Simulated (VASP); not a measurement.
Here is a VASP 6.6.1 calculation.

Contents of INCAR:

```
SYSTEM = HfO2
  PREC = Accurate
  ENCUT = 520
  EDIFF = 1E-6
  ISMEAR = 0
  SIGMA = 0.01
  LREAL = .FALSE.
  LASPH = .TRUE.
  NELM = 80
  ALGO = Normal
  ISIF = 2
  LWAVE = .FALSE.
  LCHARG = .FALSE.
  GGA = PE
  NBANDS = 56
```

KPOINTS

```
Automatic mesh
0
G
  4 4 4
  0 0 0
```

POSCAR

```
HfO2
1.0
    5.1180000000      0.0000000000      0.0000000000
    0.0000000000      5.1857000000      0.0000000000
   -0.8586630598      0.0000000000      5.2138671406
Hf O
4 8
Direct
    0.2755000000      0.0397000000      0.2080000000
    0.7245000000      0.5397000000      0.2920000000
    0.7245000000      0.9603000000      0.7920000000
    0.2755000000      0.4603000000      0.7080000000
    0.4487000000      0.7581000000      0.4801000000
    0.5513000000      0.2581000000      0.0199000000
    0.5513000000      0.2419000000      0.5199000000
    0.4487000000      0.7419000000      0.9801000000
    0.0742000000      0.3316000000      0.3467000000
    0.9258000000      0.8316000000      0.1533000000
    0.9258000000      0.6684000000      0.6533000000
    0.0742000000      0.1684000000      0.8467000000
```

Potentials or basis: VASP PAW PBE potentials, release 64 (Hf_pv, O).

Command:

```bash
$ cat potpaw_PBE.64/Hf_pv/POTCAR potpaw_PBE.64/O/POTCAR > POTCAR
$ mpirun -np 1 vasp_std > vasp.out
```

Problem. What does it give for the pressure?

Solution. 2.7 GPa.

Problem. What does it give for the largest force?

Solution. 0.458 eV/Å.

Problem. Estimate the band gap on the k mesh.

Solution. 4.11 eV (least direct gap 4.20 eV).

Forces on the atoms (eV/Å):
```
Hf   0.159  0.018  0.030
Hf  -0.159  0.018 -0.030
Hf  -0.159 -0.018 -0.030
Hf   0.159 -0.018  0.030
O   -0.114 -0.032 -0.079
O    0.114 -0.032  0.079
O    0.114  0.032  0.079
O   -0.114  0.032 -0.079
O   -0.404  0.180 -0.118
O    0.404  0.180  0.118
O    0.404 -0.180  0.118
O   -0.404 -0.180 -0.118
```

Caveat: spin-orbit coupling is left out, which moves the levels of the heavy elements. A k mesh can miss the band edges.
